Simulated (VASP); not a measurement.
# Mn (Im-3m) in VASP: further runs

Mn is run at these levels: PBE, BLYP+D3(BJ), PBE+D3(BJ); tasks: single point.

All numbers are computed with VASP 6.6.1; they aren't measurements. Logs are shortened: lines on timing, memory, paths and dates and some standing lists are left out, and cuts for length are marked.

### Step 1. The cell of the first run

It takes space group Im-3m (No. 229, cubic). The conventional cell has a = 2.787 Å, b = 2.787 Å, c = 2.787 Å, α = 90.00°, β = 90.00°, γ = 90.00°. Within 3.2 Å of Mn (site symmetry m-3m) lie 14 Mn at 2.41 to 2.79 Å.

### Step 2. Single point, PBE, collinear spin, ferromagnetic start

File INCAR:

```
SYSTEM = Mn
PREC = Accurate
ENCUT = 500
EDIFF = 1E-6
ISMEAR = 0
SIGMA = 0.1
LREAL = .False.
LASPH = .True.
NELM = 200
ALGO = Normal
ISIF = 2
LWAVE = .False.
LCHARG = .False.
ISPIN = 2
MAGMOM = 0.76
LORBIT = 11
LMAXMIX = 4
GGA = PE
ISYM = 0
NBANDS = 16
GGA_COMPAT = .False.
```

File KPOINTS:

```
Automatic mesh
0
Gamma
  2 2 2
  0.92 0.38 0.72
```

File POSCAR:

```
Mn
1.0
   -1.3932737400      1.3932737400      1.3932737400
    1.3932737400     -1.3932737400      1.3932737400
    1.3932737400      1.3932737400     -1.3932737400
Mn
1
Direct
    0.0000000000      0.0000000000      0.0000000000
```

Potentials or basis: VASP PAW PBE potentials, release 64 (Mn_pv).

Run with:

```console
cat potpaw_PBE.64/Mn_pv/POTCAR > POTCAR
mpirun -np 1 vasp_std > vasp.out
```

OUTCAR:

```text
SYSTEM = Mn
   PREC = Accurate
   ENCUT = 500
   EDIFF = 1E-6
   ISMEAR = 0
   LREAL = .False.
   LASPH = .True.
   NELM = 200
   ISIF = 2
   ISPIN = 2
   LORBIT = 11
   GGA = PE
   ISYM = 0

 ion  position               nearest neighbor table
   1  0.000  0.000  0.000-

IMPORTANT INFORMATION: All symmetrisations will be switched off!
NOSYMM: (Re-)initialisation of all symmetry stuff for point group C_1.

----------------------------------------------------------------------------------------

                                     Primitive cell

  volume of cell :      10.8186

  direct lattice vectors                    reciprocal lattice vectors
    -1.393273740  1.393273740  1.393273740     0.000000000  0.358867024  0.358867024
     1.393273740 -1.393273740  1.393273740     0.358867024  0.000000000  0.358867024
     1.393273740  1.393273740 -1.393273740     0.358867024  0.358867024  0.000000000

  length of vectors
     2.413220907  2.413220907  2.413220907     0.507514612  0.507514612  0.507514612

  position of ions in fractional coordinates (direct lattice)
     0.000000000  0.000000000  0.000000000

  ion indices of the primitive-cell ions
   primitive index   ion index
                 1           1

----------------------------------------------------------------------------------------

 KPOINTS: Automatic mesh

Automatic generation of k-mesh.
 Grid dimensions read from file:
 generate k-points for:    2    2    2

 Generating k-lattice:

  Cartesian coordinates                     Fractional coordinates (reciprocal lattice)
     0.000000000  0.179433512  0.179433512     0.500000000  0.000000000  0.000000000
     0.179433512  0.000000000  0.179433512     0.000000000  0.500000000  0.000000000
     0.179433512  0.179433512  0.000000000     0.000000000  0.000000000  0.500000000

  Length of vectors
     0.253757306  0.253757306  0.253757306

  Shift w.r.t. Gamma in fractional coordinates (k-lattice)
     0.920000000  0.380000000  0.720000000

 Subroutine IBZKPT returns following result:
 ===========================================

 Found    192 irreducible k-points:

 Following reciprocal coordinates:
            Coordinates               Weight
 -0.040000  0.190000 -0.140000      2.000000
 -0.140000 -0.040000  0.190000      2.000000
  0.190000 -0.140000 -0.040000      2.000000
  0.010000  0.140000  0.040000      2.000000
  0.010000 -0.190000  0.140000      2.000000
  0.010000  0.040000 -0.190000      2.000000
[... 16 lines left out ...]
 -0.190000  0.040000  0.140000      2.000000
  0.140000 -0.190000  0.040000      2.000000
 [... further k-points ...]
   k-points           NKPTS =    192   k-points in BZ     NKDIM =    192   number of bands    NBANDS=     16
   number of dos      NEDOS =    301   number of ions     NIONS =      1
   total plane-waves  NPLWV =   5832
   dimension x,y,z NGX =    18 NGY =   18 NGZ =   18
   dimension x,y,z NGXF=    36 NGYF=   36 NGZF=   36
   ions per type =               1
   NGX,Y,Z   is equivalent  to a cutoff of  12.40, 12.40, 12.40 a.u.
   NGXF,Y,Z  is equivalent  to a cutoff of  24.80, 24.80, 24.80 a.u.
 SYSTEM =  Mn
   PREC   = accura    normal or accurate (medium, high low for compatibility)
   ISTART =      0    job   : 0-new  1-cont  2-samecut
   ICHARG =      2    charge: 1-file 2-atom 10-const
   ISPIN  =      2    spin polarized calculation?
   LNONCOLLINEAR =      F non collinear calculations
   LSORBIT =      F    spin-orbit coupling
   LASPH  =      T    aspherical Exc in radial PAW
   ENCUT  =  500.0 eV  36.75 Ry    6.06 a.u.   4.40  4.40  4.40*2*pi/ulx,y,z
   NELM   =    200;   NELMIN=  2; NELMDL= -5     # of ELM steps
   EDIFF  = 0.1E-05   stopping-criterion for ELM
   LREAL  =      F    real-space projection
   EDIFFG = 0.1E-04   stopping-criterion for IOM
   NSW    =      0    number of steps for IOM
   IBRION =     -1    ionic relax: 0-MD 1-quasi-New 2-CG
   NFREE  =      0    steps in history (QN), initial steepest desc. (CG)
   ISIF   =      2    stress and relaxation
   ISYM   =      0    0-nonsym 1-usesym 2-fastsym
   POTIM  = 0.5000    time-step for ionic-motion
   TEBEG  =    0.0;   TEEND  =   0.0 temperature during run
   PSTRESS=    0.0 pullay stress
   NELECT =      13.0000    total number of electrons
   NUPDOWN=      -1.0000    fix difference up-down
   EMIN   =  10.00;   EMAX   =-10.00  energy-range for DOS
   EFERMI =   0.00;   METHOD = LEGACY
   ISMEAR =     0;   SIGMA  =   0.10  broadening in eV -4-tet -1-fermi 0-gaus
   EFERMI_NEDOS =   21; number of points for ismear=-14 and -15
   IALGO  =     38    algorithm
   IMIX   =      4    mixing-type and parameters
     AMIX     =   0.40;   BMIX     =  1.00
     AMIX_MAG =   1.60;   BMIX_MAG =  1.00
  volume/ion in A,a.u.               =      10.82        73.01
  Fermi-wavevector in a.u.,A,eV,Ry     =   1.740468  3.289009 41.215184  3.029231
  Thomas-Fermi vector in A             =   2.813112
   LORBIT       =     11    0 simple, 1 ext, 2 COOP (PROOUT), +10 PAW based schemes
   GGA     = PE    functional components
   LHFCALC =     F    Hartree Fock is set to
   AEXX    =    0.0000 exact exchange contribution
   IVDW    =     0    specifies the selected vdW correction
   LEPSILON=     F    determine dielectric tensor
   LRPA    =     F    only Hartree local field effects (RPA)
 spin polarized calculation
 Gauss-broadening in eV      SIGMA  =   0.10
  energy-cutoff  :      500.00
  volume of cell :       10.82
 maximum number of plane-waves:       277
 NGX is ok and might be reduce to    18
   NGX =  9   NGY =  9   NGZ =  9

 number of electron      13.0000003 magnetization       1.0439837

 Free energy of the ion-electron system (eV)
  ---------------------------------------------------
  ext. energy  EPLUGINS =         0.00000000
  ---------------------------------------------------
  free energy    TOTEN  =        -8.91778994 eV

  energy without entropy =       -8.90540202  energy(sigma->0) =       -8.91159598

 E-fermi :  10.5153     XC(G=0): -13.9733

 val. band max:       10.4919708790   @ k =   0.0100   0.0400  -0.1900
 cond. band min:      10.6530203083   @ k =  -0.3600   0.0100   0.3100
 fundamental gap:      0.1610494294
 Fermi energy:        10.5153197343

 spin component 1

 k-point     1 :      -0.0400    0.1900   -0.1400
  band No.  band energies     occupation
      1     -37.9773      1.00000
      2     -37.8367      1.00000
      3     -37.7870      1.00000
      4       3.2769      1.00000
      5       8.4313      1.00000
      6       8.6311      1.00000
[... 8 lines left out ...]
     15      40.9413      0.00000
     16      42.1286      0.00000

 k-point     2 :      -0.1400   -0.0400    0.1900
  band No.  band energies     occupation
      1     -37.9773      1.00000
      2     -37.8367      1.00000
      3     -37.7870      1.00000
      4       3.2769      1.00000
      5       8.4313      1.00000
      6       8.6311      1.00000
[... 8 lines left out ...]
     15      40.9413      0.00000
     16      42.1286      0.00000

 k-point     3 :       0.1900   -0.1400   -0.0400
  band No.  band energies     occupation
      1     -37.9773      1.00000
      2     -37.8366      1.00000
      3     -37.7870      1.00000
      4       3.2769      1.00000
      5       8.4313      1.00000
      6       8.6311      1.00000
[... 8 lines left out ...]
     15      40.9413      0.00000
     16      42.1285      0.00000
[... 362 lines left out ...]
 k-point    23 :      -0.1900    0.0400    0.1400
  band No.  band energies     occupation
      1     -37.9773      1.00000
      2     -37.8367      1.00000
      3     -37.7870      1.00000
      4       3.2769      1.00000
      5       8.4313      1.00000
      6       8.6311      1.00000
[... 8 lines left out ...]
     15      40.9413      0.00000
     16      42.1286      0.00000

 k-point    24 :       0.1400   -0.1900    0.0400
  band No.  band energies     occupation
      1     -37.9773      1.00000
      2     -37.8366      1.00000
      3     -37.7870      1.00000
      4       3.2769      1.00000
      5       8.4313      1.00000
      6       8.6311      1.00000
[... 8 lines left out ...]
     15      40.9413      0.00000
     16      42.1285      0.00000

 [... further k-points ...]

 spin component 2

 k-point     1 :      -0.0400    0.1900   -0.1400
  band No.  band energies     occupation
      1     -36.7787      1.00000
      2     -36.6310      1.00000
      3     -36.5793      1.00000
      4       3.4150      1.00000
      5       9.2153      1.00000
      6       9.4324      1.00000
[... 8 lines left out ...]
     15      42.0248      0.00000
     16      43.0741      0.00000

 k-point     2 :      -0.1400   -0.0400    0.1900
  band No.  band energies     occupation
      1     -36.7787      1.00000
      2     -36.6310      1.00000
      3     -36.5793      1.00000
      4       3.4150      1.00000
      5       9.2153      1.00000
      6       9.4324      1.00000
[... 8 lines left out ...]
     15      42.0248      0.00000
     16      43.0741      0.00000

 k-point     3 :       0.1900   -0.1400   -0.0400
  band No.  band energies     occupation
      1     -36.7787      1.00000
      2     -36.6310      1.00000
      3     -36.5793      1.00000
      4       3.4150      1.00000
      5       9.2153      1.00000
      6       9.4325      1.00000
[... 8 lines left out ...]
     15      42.0248      0.00000
     16      43.0741      0.00000
[... 362 lines left out ...]
 k-point    23 :      -0.1900    0.0400    0.1400
  band No.  band energies     occupation
      1     -36.7787      1.00000
      2     -36.6310      1.00000
      3     -36.5793      1.00000
      4       3.4150      1.00000
      5       9.2153      1.00000
      6       9.4324      1.00000
[... 8 lines left out ...]
     15      42.0248      0.00000
     16      43.0741      0.00000

 k-point    24 :       0.1400   -0.1900    0.0400
  band No.  band energies     occupation
      1     -36.7787      1.00000
      2     -36.6310      1.00000
      3     -36.5793      1.00000
      4       3.4150      1.00000
      5       9.2153      1.00000
      6       9.4325      1.00000
[... 8 lines left out ...]
     15      42.0248      0.00000
     16      43.0741      0.00000

 [... further k-points ...]
[... 5 lines left out ...]
  --------------------------------------------------------------------------------------
  -------------------------------------------------------------------------------------
  Total        0.2360382      0.2360400      0.2360577     -0.0000271     -0.0000271     -0.0000274
  in kB       34.9561509     34.9564152     34.9590280     -0.0040189     -0.0040191     -0.0040560
  external PRESSURE =      34.9571980 kB  Pullay stress =       0.0000000 kB

 VOLUME and BASIS-vectors are now :
 -----------------------------------------------------------------------------
  energy-cutoff  :      500.00
  volume of cell :       10.82
      direct lattice vectors                 reciprocal lattice vectors
    -1.393273740  1.393273740  1.393273740     0.000000000  0.358867024  0.358867024
     1.393273740 -1.393273740  1.393273740     0.358867024  0.000000000  0.358867024
     1.393273740  1.393273740 -1.393273740     0.358867024  0.358867024  0.000000000

 POSITION                                       TOTAL-FORCE (eV/Angst)
 -----------------------------------------------------------------------------------
      0.00000      0.00000      0.00000         0.000000      0.000000      0.000000
 -----------------------------------------------------------------------------------
    total drift:                                0.000000      0.000000      0.000000

  FREE ENERGIE OF THE ION-ELECTRON SYSTEM (eV)
  ---------------------------------------------------
  free  energy   TOTEN  =        -8.9177899430 eV

  energy  without entropy=       -8.9054020167  energy(sigma->0) =       -8.91159598

 total charge

# of ion       s       p       d       tot
------------------------------------------
    1        0.420   6.406   5.146  11.973

 magnetization (x)

# of ion       s       p       d       tot
------------------------------------------
    1       -0.002  -0.025   1.072   1.044
```

Run time: 40 s. Hardware: 1 thread of Intel Xeon Platinum 8488C (Sapphire Rapids), shared host; peak memory 0.15 GiB.

Results:

- Free energy: -8.9178 eV
- Pressure: 3.5 GPa
- Net moment: 1.04 μB per cell
- Site moments: Mn +1.04 μB
- Valence electrons inside the program's atomic spheres: Mn 11.97

Caveat: the k points lie up to 1.59 Å⁻¹ apart.

### Step 3. Single point, BLYP+D3(BJ), collinear spin, ferromagnetic start

File INCAR:

```
SYSTEM = Mn
PREC = Accurate
ENCUT = 500
EDIFF = 1E-6
ISMEAR = 0
SIGMA = 0.1
LREAL = .FALSE.
LASPH = .TRUE.
NELM = 200
ALGO = Normal
ISIF = 2
LWAVE = .FALSE.
LCHARG = .TRUE.
ISPIN = 2
MAGMOM = 0.76
LORBIT = 11
LMAXMIX = 4
GGA = B5
ALDAX = 1.0
AGGAX = 1.0
AGGAC = 1.0
ALDAC = 0.0
IVDW = 12
VDW_S6 = 1.0
VDW_S8 = 2.6996
VDW_A1 = 0.4298
VDW_A2 = 4.2359
LELF = .TRUE.
LVHAR = .TRUE.
NBANDS = 16
GGA_COMPAT = .FALSE.
```

File KPOINTS:

```
regular mesh
0
G
  4 4 4
  0 0 0
```

Edit POSCAR of step 2 so:

```diff
@@ -8,2 +8,2 @@
 Direct
-    0.0000000000      0.0000000000      0.0000000000
+    0.1900000000      0.5920000000      0.0990000000
```

Potentials or basis: VASP PAW PBE potentials, release 64 (Mn_pv).

Run with:

```console
cat potpaw_PBE.64/Mn_pv/POTCAR > POTCAR
mpirun -np 1 vasp_std > vasp.out
```

Wall time 9 s (1 thread of Intel Xeon Platinum 8488C (Sapphire Rapids), shared host); peak memory 0.13 GiB.

The run converged. Its results:

| Quantity | Value |
| --- | --- |
| Free energy | -8.5402 eV |
| Pressure | -0.1 GPa |
| Band gap on the k mesh | zero (filled and empty bands overlap) |
| Net moment | 1.00 μB per cell |
| Site moments | Mn +0.99 μB |
| Valence electrons inside the program's atomic spheres | Mn 12.03 |
| Dispersion energy per atom | -0.878 eV |

Levels at points of the mesh, in eV from the Fermi level:
Spin up:
```
           k point  band 3  band 4  band 5  band 6  band 7  band 8  band 9  band 10  band 11  band 12
(0.00, 0.00, 0.00)  -48.06   -8.41   -1.82   -1.82   -1.82    0.12    0.12    23.99    23.99    23.99
(0.50, 0.00, 0.00)  -48.06   -4.99   -3.22    0.09    0.40    0.91    1.65     9.17    18.20    21.48
(0.50, 0.50, 0.50)  -48.58   -4.83   -4.83    1.29    1.29    1.29   10.67    10.67    10.67    17.45
```
Spin down:
```csv
k point,band 2,band 3,band 4,band 5,band 6,band 7,band 8,band 9,band 10,band 11
"(0.00, 0.00, 0.00)",-46.95,-46.95,-8.27,-0.93,-0.93,-0.93,1.15,1.15,23.97,23.97
"(0.50, 0.00, 0.00)",-47.20,-46.95,-4.42,-2.43,1.04,1.11,1.46,2.69,9.82,18.26
"(0.50, 0.50, 0.50)",-47.49,-47.49,-4.17,-4.17,2.31,2.31,2.31,10.88,10.88,10.88
```

Caveat: the k points lie up to 0.80 Å⁻¹ apart; the PAW data sets were made with another functional, which shifts forces and pressure a little; pairwise dispersion overbinds metals, which lowers pressure and volume.

### Step 4. Single point, PBE, collinear spin, ferromagnetic start

File INCAR:

```
PREC = Accurate
ENCUT = 500
EDIFF = 1E-6
ISMEAR = -4
SIGMA = 0.1
LREAL = F
LASPH = T
NELM = 200
ALGO = Normal
ISIF = 2
LWAVE = F
LCHARG = T
ISPIN = 2
MAGMOM = 1.09
LORBIT = 11
LMAXMIX = 4
GGA = PE
LELF = T
LVHAR = T
NBANDS = 16
GGA_COMPAT = F
```

File KPOINTS:

```
regular mesh
0
Gamma
  6 6 6
```

Edit POSCAR of step 3 so:

```diff
@@ -8,2 +8,2 @@
 Direct
-    0.1900000000      0.5920000000      0.0990000000
+    0.0000000000      0.0000000000      0.0000000000
```

Run with:

```console
cat potpaw_PBE.64/Mn_pv/POTCAR > POTCAR
mpirun -np 1 vasp_std > vasp.out
```

It used 11 s of CPU time on 1 thread of AMD EPYC 7R13 Processor (Zen 3) (shared host).

Results (log left out):

```
Free energy                                           : -8.7368 eV
Pressure                                              : 6.5 GPa
Band gap on the k mesh                                : zero (filled and empty bands overlap)
Net moment                                            : 0.98 μB per cell
Site moments                                          : Mn +0.99 μB
Valence electrons inside the program's atomic spheres : Mn 11.96
```

Levels at points of the mesh, in eV from the Fermi level:
Spin up:
```tsv
k point	band 5	band 6	band 7	band 8	band 9	band 10
(0.00, 0.00, 0.00)	-1.84	-1.84	-1.84	-0.10	-0.10	23.79
(0.50, 0.00, 0.00)	-3.24	-0.06	0.18	0.70	1.60	9.05
(0.50, 0.50, 0.50)	-5.02	1.25	1.25	1.25	10.57	10.57
```
Spin down:
```tsv
k point	band 4	band 5	band 6	band 7	band 8	band 9
(0.00, 0.00, 0.00)	-8.48	-1.00	-1.00	-1.00	1.15	1.15
(0.50, 0.00, 0.00)	-4.52	-2.50	0.78	1.08	1.46	2.58
(0.50, 0.50, 0.50)	-4.23	-4.23	2.21	2.21	2.21	10.72
```

Caveat: the k points lie up to 0.53 Å⁻¹ apart.

[end of part 1 of 2]
